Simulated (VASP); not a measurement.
# BaS (Fm-3m) in VASP: single point with PBE

Aim: the single point of BaS with PBE.

All numbers are computed with VASP 6.6.1; they aren't measurements. Logs are shortened: lines on timing, memory, paths and dates and some standing lists are left out, and cuts for length are marked.

## 1. The cell of the first run

Symmetry: Fm-3m, No. 225, cubic system. The conventional cell has a = 6.451 Å, b = 6.451 Å, c = 6.451 Å, α = 90.00°, β = 90.00°, γ = 90.00°. Within 4.2 Å of Ba (site symmetry m-3m) lie 6 S at 3.23 Å. S (site symmetry m-3m) has 6 Ba at 3.23 Å within 4.2 Å.

## 2. Single point, PBE

File INCAR:

```
PREC = Accurate
ENCUT = 500
EDIFF = 1E-6
ISMEAR = 0
SIGMA = 0.1
LREAL = False
LASPH = True
NELM = 120
ALGO = Normal
ISIF = 2
LWAVE = False
LCHARG = True
GGA = PE
LELF = True
LVHAR = True
NBANDS = 15
GGA_COMPAT = False
```

File KPOINTS:

```
regular mesh
0
Gamma
  6 6 6
```

File POSCAR:

```
BaS
1.0
    0.0000000000      3.2256756180      3.2256756180
    3.2256756180      0.0000000000      3.2256756180
    3.2256756180      3.2256756180      0.0000000000
Ba S
1 1
Direct
    0.0000000000      0.0000000000      0.0000000000
    0.5000000000      0.5000000000      0.5000000000
```

Potentials or basis: VASP PAW PBE potentials, release 64 (Ba_sv, S).

Started as:

```sh
> cat potpaw_PBE.64/Ba_sv/POTCAR potpaw_PBE.64/S/POTCAR > POTCAR
> mpirun -np 1 vasp_std > vasp.out
```

OUTCAR:

```text
PREC = Accurate
   ENCUT = 500
   EDIFF = 1E-6
   ISMEAR = 0
   LREAL = False
   LASPH = True
   NELM = 120
   ISIF = 2
   GGA = PE

 ion  position               nearest neighbor table
   1  0.000  0.000  0.000-   2 3.23   2 3.23   2 3.23   2 3.23   2 3.23   2 3.23
   2  0.500  0.500  0.500-   1 3.23   1 3.23   1 3.23   1 3.23   1 3.23   1 3.23

  LATTYP: Found a face centered cubic cell.
 ALAT       =     6.4513512360

  Lattice vectors:

 A1 = (   0.0000000000,   3.2256756180,   3.2256756180)
 A2 = (   3.2256756180,   0.0000000000,   3.2256756180)
 A3 = (   3.2256756180,   3.2256756180,   0.0000000000)

Analysis of symmetry for initial positions (statically):
=====================================================================
 Subroutine PRICEL returns:
 Original cell was already a primitive cell.

 Routine SETGRP: Setting up the symmetry group for a
 face centered cubic supercell.

 Subroutine GETGRP returns: Found 48 space group operations
 (whereof 48 operations were pure point group operations)
 out of a pool of 48 trial point group operations.

The static configuration has the point symmetry O_h .

Analysis of symmetry for dynamics (positions and initial velocities):
=====================================================================
 Subroutine PRICEL returns:
 Original cell was already a primitive cell.

 Routine SETGRP: Setting up the symmetry group for a
 face centered cubic supercell.

 Subroutine GETGRP returns: Found 48 space group operations
 (whereof 48 operations were pure point group operations)
 out of a pool of 48 trial point group operations.

The dynamic configuration has the point symmetry O_h .

 Subroutine INISYM returns: Found 48 space group operations
 (whereof 48 operations are pure point group operations),
 and found     1 'primitive' translations

----------------------------------------------------------------------------------------

                                     Primitive cell

  volume of cell :      67.1262

  direct lattice vectors                    reciprocal lattice vectors
     0.000000000  3.225675618  3.225675618    -0.155006287  0.155006287  0.155006287
     3.225675618  0.000000000  3.225675618     0.155006287 -0.155006287  0.155006287
     3.225675618  3.225675618  0.000000000     0.155006287  0.155006287 -0.155006287

  length of vectors
     4.561794207  4.561794207  4.561794207     0.268478764  0.268478764  0.268478764

  position of ions in fractional coordinates (direct lattice)
     0.000000000  0.000000000  0.000000000
     0.500000000  0.500000000  0.500000000

  ion indices of the primitive-cell ions
   primitive index   ion index
                 1           1
                 2           2

----------------------------------------------------------------------------------------

 KPOINTS: regular mesh

Automatic generation of k-mesh.
 Grid dimensions read from file:
 generate k-points for:    6    6    6

 Generating k-lattice:

  Cartesian coordinates                     Fractional coordinates (reciprocal lattice)
    -0.025834381  0.025834381  0.025834381     0.166666667  0.000000000  0.000000000
     0.025834381 -0.025834381  0.025834381     0.000000000  0.166666667  0.000000000
     0.025834381  0.025834381 -0.025834381     0.000000000  0.000000000  0.166666667

  Length of vectors
     0.044746461  0.044746461  0.044746461

  Shift w.r.t. Gamma in fractional coordinates (k-lattice)
     0.000000000  0.000000000  0.000000000

 Subroutine IBZKPT returns following result:
 ===========================================

 Found     16 irreducible k-points:

 Following reciprocal coordinates:
            Coordinates               Weight
  0.000000  0.000000  0.000000      1.000000
  0.166667  0.000000  0.000000      8.000000
  0.333333  0.000000  0.000000      8.000000
  0.500000  0.000000  0.000000      4.000000
  0.166667  0.166667  0.000000      6.000000
  0.333333  0.166667  0.000000     24.000000
[... 8 lines left out ...]
 -0.333333  0.333333  0.166667     24.000000
 -0.333333  0.500000  0.166667     12.000000
   k-points           NKPTS =     16   k-points in BZ     NKDIM =     16   number of bands    NBANDS=     15
   number of dos      NEDOS =    301   number of ions     NIONS =      2
   total plane-waves  NPLWV =  46656
   dimension x,y,z NGX =    36 NGY =   36 NGZ =   36
   dimension x,y,z NGXF=    72 NGYF=   72 NGZF=   72
   ions per type =               1   1
   NGX,Y,Z   is equivalent  to a cutoff of  13.12, 13.12, 13.12 a.u.
   NGXF,Y,Z  is equivalent  to a cutoff of  26.24, 26.24, 26.24 a.u.
 SYSTEM =  unknown system
   PREC   = accura    normal or accurate (medium, high low for compatibility)
   ISTART =      0    job   : 0-new  1-cont  2-samecut
   ICHARG =      2    charge: 1-file 2-atom 10-const
   ISPIN  =      1    spin polarized calculation?
   LNONCOLLINEAR =      F non collinear calculations
   LSORBIT =      F    spin-orbit coupling
   LASPH  =      T    aspherical Exc in radial PAW
   ENCUT  =  500.0 eV  36.75 Ry    6.06 a.u.   8.32  8.32  8.32*2*pi/ulx,y,z
   NELM   =    120;   NELMIN=  2; NELMDL= -5     # of ELM steps
   EDIFF  = 0.1E-05   stopping-criterion for ELM
   LREAL  =      F    real-space projection
[... 7 lines left out ...]
   TEBEG  =    0.0;   TEEND  =   0.0 temperature during run
   PSTRESS=    0.0 pullay stress
   NELECT =      16.0000    total number of electrons
   NUPDOWN=      -1.0000    fix difference up-down
   EMIN   =  10.00;   EMAX   =-10.00  energy-range for DOS
   EFERMI =   0.00;   METHOD = LEGACY
   ISMEAR =     0;   SIGMA  =   0.10  broadening in eV -4-tet -1-fermi 0-gaus
   EFERMI_NEDOS =   21; number of points for ismear=-14 and -15
   IALGO  =     38    algorithm
   IMIX   =      4    mixing-type and parameters
     AMIX     =   0.40;   BMIX     =  1.00
     AMIX_MAG =   1.60;   BMIX_MAG =  1.00
  volume/ion in A,a.u.               =      33.56       226.49
  Fermi-wavevector in a.u.,A,eV,Ry     =   1.015042  1.918152 14.018230  1.030311
  Thomas-Fermi vector in A             =   2.148305
   LORBIT       =      0    0 simple, 1 ext, 2 COOP (PROOUT), +10 PAW based schemes
   GGA     = PE    functional components
   LHFCALC =     F    Hartree Fock is set to
   AEXX    =    0.0000 exact exchange contribution
   IVDW    =     0    specifies the selected vdW correction
   LEPSILON=     F    determine dielectric tensor
   LRPA    =     F    only Hartree local field effects (RPA)
 non-spin polarized calculation
 Gauss-broadening in eV      SIGMA  =   0.10
  energy-cutoff  :      500.00
  volume of cell :       67.13
 maximum number of plane-waves:      1724
 NGX is ok and might be reduce to    36
   NGX = 17   NGY = 17   NGZ = 17

 number of electron      16.0000001 magnetization

 Free energy of the ion-electron system (eV)
  ---------------------------------------------------
  ext. energy  EPLUGINS =         0.00000000
  ---------------------------------------------------
  free energy    TOTEN  =       -10.19384471 eV

  energy without entropy =      -10.19384471  energy(sigma->0) =      -10.19384471

 E-fermi :   1.7860     XC(G=0):  -8.5025

 val. band max:        1.3020885152   @ k =   0.0000   0.0000   0.0000
 cond. band min:       3.4569699461   @ k =   0.5000   0.5000   0.0000
 fundamental gap:      2.1548814309
 Fermi energy:         1.7860447560

 k-point     1 :       0.0000    0.0000    0.0000
  band No.  band energies     occupation
      1     -24.8691      2.00000
      2      -9.9273      2.00000
      3      -9.9273      2.00000
      4      -9.9273      2.00000
      5      -9.0130      2.00000
      6       1.3021      2.00000
      7       1.3021      2.00000
      8       1.3021      2.00000
      9       4.7573      0.00000
     10       5.1646      0.00000
     11       5.1646      0.00000
     12       5.1646      0.00000
     13       6.0594      0.00000
     14       6.0594      0.00000
     15       9.9839      0.00000

 k-point     2 :       0.1667    0.0000    0.0000
  band No.  band energies     occupation
      1     -24.8596      2.00000
      2     -10.3087      2.00000
      3      -9.9363      2.00000
      4      -9.9363      2.00000
      5      -8.6084      2.00000
      6       0.6696      2.00000
      7       0.9787      2.00000
      8       0.9787      2.00000
      9       5.1882      0.00000
     10       5.5589      0.00000
     11       5.5589      0.00000
     12       5.7242      0.00000
     13       6.8009      0.00000
     14       6.8009      0.00000
     15      10.9998      0.00000

 k-point     3 :       0.3333    0.0000    0.0000
  band No.  band energies     occupation
      1     -24.8404      2.00000
      2     -10.7629      2.00000
      3      -9.9540      2.00000
      4      -9.9540      2.00000
      5      -8.1040      2.00000
      6      -0.2139      2.00000
      7       0.4778      2.00000
      8       0.4778      2.00000
      9       5.7259      0.00000
     10       6.6036      0.00000
     11       6.6036      0.00000
     12       7.1547      0.00000
     13       8.4771      0.00000
     14       8.4771      0.00000
     15      11.4691      0.00000

 k-point     4 :       0.5000    0.0000    0.0000
  band No.  band energies     occupation
      1     -24.8307      2.00000
      2     -10.9363      2.00000
      3      -9.9627      2.00000
      4      -9.9627      2.00000
      5      -7.9031      2.00000
      6      -0.5703      2.00000
      7       0.2714      2.00000
      8       0.2714      2.00000
      9       6.7415      0.00000
     10       6.9012      0.00000
     11       7.4946      0.00000
     12       7.4946      0.00000
     13       9.9996      0.00000
     14      10.0000      0.00000
     15      10.1842      0.00000
[... 163 lines left out ...]
 k-point    14 :       0.5000    0.3333    0.1667
  band No.  band energies     occupation
      1     -24.8282      2.00000
      2     -10.6182      2.00000
      3     -10.1174      2.00000
      4     -10.0274      2.00000
      5      -8.3243      2.00000
      6       0.0343      2.00000
      7       0.5108      2.00000
      8       0.9066      2.00000
      9       4.7747      0.00000
     10       6.6944      0.00000
     11       7.3879      0.00000
     12       7.6360      0.00000
     13       8.4842      0.00000
     14       9.9565      0.00000
     15      10.2183      0.00000

 k-point    15 :      -0.3333    0.3333    0.1667
  band No.  band energies     occupation
      1     -24.8219      2.00000
      2     -10.6125      2.00000
      3     -10.1669      2.00000
      4     -10.0794      2.00000
      5      -8.3152      2.00000
      6       0.0602      2.00000
      7       0.6125      2.00000
      8       0.6670      2.00000
      9       5.7230      0.00000
     10       5.8232      0.00000
     11       7.7676      0.00000
     12       8.1577      0.00000
     13       8.5182      0.00000
     14      10.4708      0.00000
     15      10.5342      0.00000

 k-point    16 :      -0.3333    0.5000    0.1667
  band No.  band energies     occupation
      1     -24.8191      2.00000
      2     -10.3252      2.00000
      3     -10.2963      2.00000
      4     -10.1655      2.00000
      5      -8.5600      2.00000
      6       0.4357      2.00000
      7       0.7501      2.00000
      8       0.9077      2.00000
      9       4.5114      0.00000
     10       6.7616      0.00000
     11       7.3450      0.00000
     12       8.1240      0.00000
     13       8.6516      0.00000
     14       9.4166      0.00000
     15      10.9167      0.00000

------------------------ aborting loop because EDIFF is reached ----------------------------------------

  FORCE on cell =-STRESS in cart. coord.  units (eV):
  Direction    XX          YY          ZZ          XY          YZ          ZX
  --------------------------------------------------------------------------------------
  -------------------------------------------------------------------------------------
  Total        0.0385170      0.0385170      0.0385170     -0.0000000     -0.0000000     -0.0000000
  in kB        0.9193285      0.9193285      0.9193285     -0.0000000     -0.0000000     -0.0000000
  external PRESSURE =       0.9193285 kB  Pullay stress =       0.0000000 kB

 VOLUME and BASIS-vectors are now :
 -----------------------------------------------------------------------------
  energy-cutoff  :      500.00
  volume of cell :       67.13
      direct lattice vectors                 reciprocal lattice vectors
     0.000000000  3.225675618  3.225675618    -0.155006287  0.155006287  0.155006287
     3.225675618  0.000000000  3.225675618     0.155006287 -0.155006287  0.155006287
     3.225675618  3.225675618  0.000000000     0.155006287  0.155006287 -0.155006287

 POSITION                                       TOTAL-FORCE (eV/Angst)
 -----------------------------------------------------------------------------------
      0.00000      0.00000      0.00000         0.000000      0.000000      0.000000
      3.22568      3.22568      3.22568        -0.000000     -0.000000     -0.000000
 -----------------------------------------------------------------------------------
    total drift:                                0.000000      0.000000      0.000000

  FREE ENERGIE OF THE ION-ELECTRON SYSTEM (eV)
  ---------------------------------------------------
  free  energy   TOTEN  =       -10.1938447055 eV

  energy  without entropy=      -10.1938447055  energy(sigma->0) =      -10.19384471
```

It took 13 s on 1 thread of AMD EPYC 9R45 (Zen 5), shared host; peak memory 0.17 GiB.

What came out:

| Quantity | Value |
| --- | --- |
| Free energy | -10.1938 eV |
| Pressure | 0.1 GPa |
| Band gap on the k mesh | 2.15 eV, indirect (least direct gap 2.31 eV) |

Levels at points of the mesh, in eV from the valence-band top:
| k point | band 5 | band 6 | band 7 | band 8 | band 9 | band 10 | band 11 | band 12 |
| --- | --- | --- | --- | --- | --- | --- | --- | --- |
| (0.00, 0.00, 0.00) | -10.32 | 0.00 | 0.00 | 0.00 | 3.46 | 3.86 | 3.86 | 3.86 |
| (0.50, 0.00, 0.00) | -9.21 | -1.87 | -1.03 | -1.03 | 5.44 | 5.60 | 6.19 | 6.19 |
| (0.50, 0.50, 0.00) | -10.22 | -0.56 | -0.15 | -0.15 | 2.15 | 5.85 | 5.86 | 7.33 |

Caveat: spin-orbit coupling is left out, which moves the levels of the heavy elements.
